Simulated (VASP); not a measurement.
# C (I4_1/amd) in VASP: single point with r2SCAN

Aim: the single point of C with r2SCAN.

All numbers are computed with VASP 6.6.1; they aren't measurements. Logs are shortened: lines on timing, memory, paths and dates and some standing lists are left out, and cuts for length are marked.

### Step 1. The cell of the first run

It takes space group I4_1/amd (No. 141, tetragonal). Conventional cell: a = 2.740 Å, b = 2.740 Å, c = 3.022 Å, α = 90.00°, β = 90.00°, γ = 90.00°. C (site symmetry -4m2) has 4 C at 1.56 Å within 2.1 Å.

### Step 2. Single point, r2SCAN

Input file POSCAR:

```
C
1.0
    0.0000000000      1.9373907776      1.5111648065
    1.9373907776      0.0000000000      1.5111648065
    1.9373907776      1.9373907776      0.0000000000
C
2
Direct
    0.5000000000      0.5000000000      0.5000000000
    0.7500000000      0.7500000000      0.7500000000
```

Input file INCAR.step1:

```
  PREC = Accurate
  ENCUT = 1430
  ISMEAR = 0
  SIGMA = 0.05
  LREAL = False
  LASPH = True
  NELM = 120
  NBANDS = 11
  GGA = PE
  ALGO = Normal
  EDIFF = 1E-5
  LWAVE = True
  LCHARG = False
  GGA_COMPAT = False
```

Input file INCAR.step2:

```
  PREC = Accurate
  ENCUT = 1430
  EDIFF = 1E-6
  ISMEAR = 0
  SIGMA = 0.05
  LREAL = False
  LASPH = True
  NELM = 120
  ALGO = Normal
  ISIF = 2
  LWAVE = False
  LCHARG = True
  METAGGA = R2SCAN
  LMIXTAU = True
  LELF = True
  LVHAR = True
  NBANDS = 11
  ISTART = 1
  GGA_COMPAT = False
```

Input file KPOINTS:

```
Automatic mesh
0
Gamma
  12 12 12
```

Potentials or basis: VASP PAW PBE potentials, release 64 (C_h).

Command:

```
$ cat potpaw_PBE.64/C_h/POTCAR > POTCAR
$ cp INCAR.step1 INCAR
$ mpirun -np 1 vasp_std > vasp.out
$ cp INCAR.step2 INCAR
$ mpirun -np 1 vasp_std > vasp.out
```

OUTCAR:

```text
PREC = Accurate
   ENCUT = 1430
   EDIFF = 1E-6
   ISMEAR = 0
   LREAL = False
   LASPH = True
   NELM = 120
   ISIF = 2
   METAGGA = R2SCAN
   ISTART = 1

 ion  position               nearest neighbor table
   1  0.500  0.500  0.500-
   2  0.750  0.750  0.750-

  LATTYP: Found a body centered tetragonal cell.
 ALAT       =     2.7398843133
 C/A-ratio  =     1.1030865786

  Lattice vectors:

 A1 = (   0.0000000000,  -1.9373907776,  -1.5111648065)
 A2 = (   0.0000000000,   1.9373907776,  -1.5111648065)
 A3 = (   1.9373907776,   0.0000000000,   1.5111648065)

Analysis of symmetry for initial positions (statically):
=====================================================================
 Subroutine PRICEL returns:
 Original cell was already a primitive cell.

 Routine SETGRP: Setting up the symmetry group for a
 body centered tetragonal supercell.

 Subroutine GETGRP returns: Found 16 space group operations
 (whereof  8 operations were pure point group operations)
 out of a pool of 16 trial point group operations.

The static configuration has the point symmetry D_2d.
 The point group associated with its full space group is D_4h.

Analysis of symmetry for dynamics (positions and initial velocities):
=====================================================================
 Subroutine PRICEL returns:
 Original cell was already a primitive cell.

 Routine SETGRP: Setting up the symmetry group for a
 body centered tetragonal supercell.

 Subroutine GETGRP returns: Found 16 space group operations
 (whereof  8 operations were pure point group operations)
 out of a pool of 16 trial point group operations.

The dynamic configuration has the point symmetry D_2d.
 The point group associated with its full space group is D_4h.

 Subroutine INISYM returns: Found 16 space group operations
 (whereof  8 operations are pure point group operations),
 and found     1 'primitive' translations

----------------------------------------------------------------------------------------

                                     Primitive cell

  volume of cell :      11.3443

  direct lattice vectors                    reciprocal lattice vectors
     0.000000000  1.937390778  1.511164807    -0.258079065  0.258079065  0.330870596
     1.937390778  0.000000000  1.511164807     0.258079065 -0.258079065  0.330870596
     1.937390778  1.937390778  0.000000000     0.258079065  0.258079065 -0.330870596

  length of vectors
     2.457051505  2.457051505  2.739884313     0.492630651  0.492630651  0.492630651

  position of ions in fractional coordinates (direct lattice)
     0.500000000  0.500000000  0.500000000
     0.750000000  0.750000000  0.750000000

  ion indices of the primitive-cell ions
   primitive index   ion index
                 1           1
                 2           2

----------------------------------------------------------------------------------------

 KPOINTS: Automatic mesh

Automatic generation of k-mesh.
 Grid dimensions read from file:
 generate k-points for:   12   12   12

 Generating k-lattice:

  Cartesian coordinates                     Fractional coordinates (reciprocal lattice)
    -0.021506589  0.021506589  0.027572550     0.083333333  0.000000000  0.000000000
     0.021506589 -0.021506589  0.027572550     0.000000000  0.083333333  0.000000000
     0.021506589  0.021506589 -0.027572550    -0.000000000 -0.000000000  0.083333333

  Length of vectors
     0.041052554  0.041052554  0.041052554

  Shift w.r.t. Gamma in fractional coordinates (k-lattice)
     0.000000000  0.000000000  0.000000000

 Subroutine IBZKPT returns following result:
 ===========================================

 Found    163 irreducible k-points:

 Following reciprocal coordinates:
            Coordinates               Weight
  0.000000  0.000000  0.000000      1.000000
  0.083333 -0.000000  0.000000      8.000000
  0.166667 -0.000000  0.000000      8.000000
  0.250000  0.000000  0.000000      8.000000
  0.333333 -0.000000  0.000000      8.000000
  0.416667  0.000000  0.000000      8.000000
[... 16 lines left out ...]
  0.500000  0.166667  0.000000      8.000000
 -0.416667  0.166667  0.000000      8.000000
 [... further k-points ...]
   k-points           NKPTS =    163   k-points in BZ     NKDIM =    163   number of bands    NBANDS=     11
   number of dos      NEDOS =    301   number of ions     NIONS =      2
   total plane-waves  NPLWV =  32400
   dimension x,y,z NGX =    30 NGY =   30 NGZ =   36
   dimension x,y,z NGXF=    60 NGYF=   60 NGZF=   72
   ions per type =               2
   NGX,Y,Z   is equivalent  to a cutoff of  20.30, 20.30, 21.84 a.u.
   NGXF,Y,Z  is equivalent  to a cutoff of  40.60, 40.60, 43.69 a.u.
 SYSTEM =  unknown system
   PREC   = accura    normal or accurate (medium, high low for compatibility)
   ISTART =      1    job   : 0-new  1-cont  2-samecut
   ICHARG =      0    charge: 1-file 2-atom 10-const
   ISPIN  =      1    spin polarized calculation?
   LNONCOLLINEAR =      F non collinear calculations
   LSORBIT =      F    spin-orbit coupling
   LASPH  =      T    aspherical Exc in radial PAW
   ENCUT  = 1430.0 eV 105.10 Ry   10.25 a.u.   7.58  7.58  8.45*2*pi/ulx,y,z
   NELM   =    120;   NELMIN=  2; NELMDL=  0     # of ELM steps
   EDIFF  = 0.1E-05   stopping-criterion for ELM
   LREAL  =      F    real-space projection
   EDIFFG = 0.1E-04   stopping-criterion for IOM
   NSW    =      0    number of steps for IOM
   IBRION =     -1    ionic relax: 0-MD 1-quasi-New 2-CG
   NFREE  =      0    steps in history (QN), initial steepest desc. (CG)
   ISIF   =      2    stress and relaxation
   ISYM   =      2    0-nonsym 1-usesym 2-fastsym
   POTIM  = 0.5000    time-step for ionic-motion
   TEBEG  =    0.0;   TEEND  =   0.0 temperature during run
   PSTRESS=    0.0 pullay stress
   NELECT =       8.0000    total number of electrons
   NUPDOWN=      -1.0000    fix difference up-down
   EMIN   =  10.00;   EMAX   =-10.00  energy-range for DOS
   EFERMI =   0.00;   METHOD = LEGACY
   ISMEAR =     0;   SIGMA  =   0.05  broadening in eV -4-tet -1-fermi 0-gaus
   EFERMI_NEDOS =   21; number of points for ismear=-14 and -15
   IALGO  =     38    algorithm
   IMIX   =      4    mixing-type and parameters
     AMIX     =   0.40;   BMIX     =  1.00
     AMIX_MAG =   1.60;   BMIX_MAG =  1.00
  volume/ion in A,a.u.               =       5.67        38.28
  Fermi-wavevector in a.u.,A,eV,Ry     =   1.457178  2.753668 28.890189  2.123369
  Thomas-Fermi vector in A             =   2.574010
   LORBIT       =      0    0 simple, 1 ext, 2 COOP (PROOUT), +10 PAW based schemes
   METAGGA = R2SCAN    functional components
   LHFCALC =     F    Hartree Fock is set to
   AEXX    =    0.0000 exact exchange contribution
   IVDW    =     0    specifies the selected vdW correction
   LEPSILON=     F    determine dielectric tensor
   LRPA    =     F    only Hartree local field effects (RPA)
 non-spin polarized calculation
 Gauss-broadening in eV      SIGMA  =   0.05
  energy-cutoff  :     1430.00
  volume of cell :       11.34
 maximum number of plane-waves:      1413
   NGX = 15   NGY = 15   NGZ = 17

 number of electron       8.0000000 magnetization

 Free energy of the ion-electron system (eV)
  ---------------------------------------------------
  ext. energy  EPLUGINS =         0.00000000
  ---------------------------------------------------
  free energy    TOTEN  =       -18.54124119 eV

  energy without entropy =      -18.54118873  energy(sigma->0) =      -18.54121496

 E-fermi :  12.0583     XC(G=0): -14.3381

 val. band max:       12.0344986131   @ k =   0.0833   0.0000   0.0833
 cond. band min:      12.1792454274   @ k =   0.5000   0.4167   0.0000
 fundamental gap:      0.1447468143
 Fermi energy:        12.0582761906

 k-point     1 :       0.0000    0.0000    0.0000
  band No.  band energies     occupation
      1     -11.6563      2.00000
      2       9.9522      2.00000
      3       9.9522      2.00000
      4      13.0326      0.00000
      5      15.3550      0.00000
      6      18.5784      0.00000
      7      18.5784      0.00000
      8      24.0513      0.00000
      9      32.1694      0.00000
     10      32.3294      0.00000
     11      36.3701      0.00000

 k-point     2 :       0.0833   -0.0000    0.0000
  band No.  band energies     occupation
      1     -11.4482      2.00000
      2       9.1939      2.00000
      3       9.5755      2.00000
      4      12.3774      0.00000
      5      15.5446      0.00000
      6      18.8438      0.00000
      7      19.2335      0.00000
      8      24.3017      0.00000
      9      31.8748      0.00000
     10      32.4955      0.00000
     11      34.4028      0.00000

 k-point     3 :       0.1667   -0.0000    0.0000
  band No.  band energies     occupation
      1     -10.8262      2.00000
      2       7.0840      2.00000
      3       8.7014      2.00000
      4      11.3958      2.00000
      5      15.8889      0.00000
      6      19.2612      0.00000
      7      20.3810      0.00000
      8      25.0931      0.00000
      9      31.8835      0.00000
     10      32.4532      0.00000
     11      34.1691      0.00000
[... 267 lines left out ...]
 k-point    23 :       0.5000    0.1667    0.0000
  band No.  band energies     occupation
      1      -4.7847      2.00000
      2      -1.9966      2.00000
      3       4.8820      2.00000
      4       7.9888      2.00000
      5      15.2867      0.00000
      6      21.5088      0.00000
      7      22.3440      0.00000
      8      24.9658      0.00000
      9      34.6057      0.00000
     10      36.6212      0.00000
     11      39.4402      0.00000

 k-point    24 :      -0.4167    0.1667    0.0000
  band No.  band energies     occupation
      1      -5.5731      2.00000
      2      -1.0811      2.00000
      3       5.1500      2.00000
      4       7.6090      2.00000
      5      15.5156      0.00000
      6      21.4169      0.00000
      7      23.6792      0.00000
      8      25.3490      0.00000
      9      32.4888      0.00000
     10      35.7369      0.00000
     11      36.8726      0.00000

 [... further k-points ...]

------------------------ aborting loop because EDIFF is reached ----------------------------------------

  FORCE on cell =-STRESS in cart. coord.  units (eV):
  Direction    XX          YY          ZZ          XY          YZ          ZX
  --------------------------------------------------------------------------------------
  -------------------------------------------------------------------------------------
  Total       -4.2586476     -4.2586476      8.2119840      0.0000000     -0.0000000     -0.0000000
  in kB     -601.4589626   -601.4589626   1159.7981084      0.0000000     -0.0000000     -0.0000000
  external PRESSURE =     -14.3732723 kB  Pullay stress =       0.0000000 kB

 VOLUME and BASIS-vectors are now :
 -----------------------------------------------------------------------------
  energy-cutoff  :     1430.00
  volume of cell :       11.34
      direct lattice vectors                 reciprocal lattice vectors
     0.000000000  1.937390778  1.511164807    -0.258079065  0.258079065  0.330870596
     1.937390778  0.000000000  1.511164807     0.258079065 -0.258079065  0.330870596
     1.937390778  1.937390778  0.000000000     0.258079065  0.258079065 -0.330870596

 POSITION                                       TOTAL-FORCE (eV/Angst)
 -----------------------------------------------------------------------------------
      1.93739      1.93739      1.51116         0.000000      0.000000      0.000000
      2.90609      2.90609      2.26675        -0.000000     -0.000000      0.000000
 -----------------------------------------------------------------------------------
    total drift:                                0.000000     -0.000000     -0.000000

  FREE ENERGIE OF THE ION-ELECTRON SYSTEM (eV)
  ---------------------------------------------------
  free  energy   TOTEN  =       -18.5412411875 eV

  energy  without entropy=      -18.5411887297  energy(sigma->0) =      -18.54121496
```

Run time: 3.5 min. Hardware: 1 thread of AMD EPYC 7R13 (Zen 3), shared host; peak memory 0.19 GiB.

What came out:

```yaml
Free_energy: -18.5412 eV
Pressure: -1.4 GPa
Band_gap_on_the_k_mesh: zero (bands 4 and 5 overlap by 1.58 eV)
```

Levels at points of the mesh, in eV from the Fermi level:
```tsv
k point	band 1	band 2	band 3	band 4	band 5	band 6	band 7	band 8	band 9
(0.00, 0.00, 0.00)	-23.71	-2.11	-2.11	0.97	3.30	6.52	6.52	11.99	20.11
(0.50, 0.00, 0.00)	-17.50	-14.89	-5.81	-2.36	3.99	6.66	11.52	16.21	22.41
(0.50, 0.50, 0.00)	-11.80	-11.80	-9.84	-9.84	0.36	0.36	17.18	17.18	24.99
(0.50, 0.00, 0.50)	-15.78	-15.78	-5.90	-5.90	6.55	6.55	13.88	13.88	20.34
```

Caveat: the stress differs along the axes, from -60 to 116 GPa; the PAW data sets were made with another functional, which shifts forces and pressure a little.

The gap in the log of VASP goes by the Fermi energy; the results here count the filled bands.